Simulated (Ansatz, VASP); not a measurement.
**Two plane-wave programs on AgO**

```xyz
2
Lattice="0.0000 2.4983 2.4080 2.4983 0.0000 2.4080 2.4983 2.4983 0.0000" Properties=species:S:1:pos:R:3 pbc="T T T"
Ag    0.0000    0.0000    0.0000
O     3.7474    3.7474    3.6120
```

Change from the starting cell: strain +0.0375 x Voigt [1, 1, 0, 0, 0, 0], atoms carried along.

Alike in both runs: task single point; functional PBEsol; k mesh 18 × 18 × 18; occupations gaussian, width 0.15 eV; no spin polarisation.

|  | VASP | Ansatz |
| --- | --- | --- |
| version | VASP 6.6.1 | Ansatz 0.2.0 |
| potentials or method | VASP PAW PBE potentials, release 64 (Ag, O), cutoff 520 eV | scalar-relativistic, plane waves, PAW |
| valence electrons in the cell | 17 | 25 |

VASP gave:

```
gap on the k mesh at the Fermi level (eV)                     : none
pressure (GPa)                                                : 0.7
traceless stress, the component that is largest in VASP (GPa) : -0.26
```

Question: What did Ansatz give for the same quantities?

Answer: gap on the k mesh at the Fermi level (eV): none; pressure (GPa): 0.9; traceless stress, the component that is largest in VASP (GPa): -0.27.

VASP's potentials were made for PBE, not for PBEsol. A gap of «none» marks a metal or a gap that the smearing closes. VASP's potentials hold 17 valence electrons a cell and Ansatz's 25, so a difference there can come from the potentials and not from the codes.
